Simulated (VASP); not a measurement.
Runs of VASP 6.6.1 on GaB. The structure is that of space group P4/mmm (No. 123), or close to it. The cells are those of the table. 

```csv
level,cell,k mesh,grid for exact exchange (PRECFOCK),screening parameter,gap on the mesh (eV),pressure (GPa)
PBE,"a = 2.700, b = 2.700, c = 3.214 Å, 2 atoms",10 × 10 × 8,-,-,none,(a)
PBE,"a = 2.772, b = 2.772, c = 3.300 Å, 2 atoms",10 × 10 × 8,-,-,none,-5.1
PBEsol,"a = 2.718, b = 2.718, c = 3.236 Å, 2 atoms",6 × 6 × 5,-,-,none,-3.8
PBE,"a = 2.754, b = 2.754, c = 3.279 Å, 2 atoms",10 × 10 × 8,-,-,none,-3.5
RPBE,"a = 2.718, b = 2.718, c = 3.236 Å, 2 atoms",6 × 6 × 5,-,-,none,2.8
PBE,"a = 2.718, b = 2.718, c = 3.236 Å, 2 atoms",10 × 10 × 8,-,-,none,0.1
PBE,"a = 2.663, b = 2.663, c = 3.170 Å, 2 atoms",10 × 10 × 8,-,-,none,(b)
HSE06,"a = 2.718, b = 2.718, c = 3.236 Å, 2 atoms",5 × 5 × 4,Normal,0.2079 1/Å,none,-3.8
PBE,"a = 2.513, b = 2.513, c = 3.114 Å, 2 atoms",10 × 10 × 8,-,-,none,30.4
PBE,"a = 2.682, b = 2.682, c = 3.192 Å, 2 atoms",10 × 10 × 8,-,-,none,4.7
PBE,"a = 2.557, b = 2.557, c = 3.156 Å, 2 atoms",10 × 10 × 8,-,-,none,20.3
```

Alike in all rows: task single point; potentials or basis VASP PAW PBE potentials, release 64 (Ga_d, B); no spin polarisation; cutoff (eV) 520; smearing fermi-dirac 0.05 eV.

**Question.** Estimate the missing entries.

**Answer.** (a) 2.3; (b) 7.4.

Caveats: some runs use coarse meshes; the PAW data sets were made with another functional, which shifts forces and pressure a little (some runs).

A k mesh can miss the band edges, and the runs leave out spin-orbit coupling on Ga.

A gap of «none» marks levels without a gap at the run's occupations.
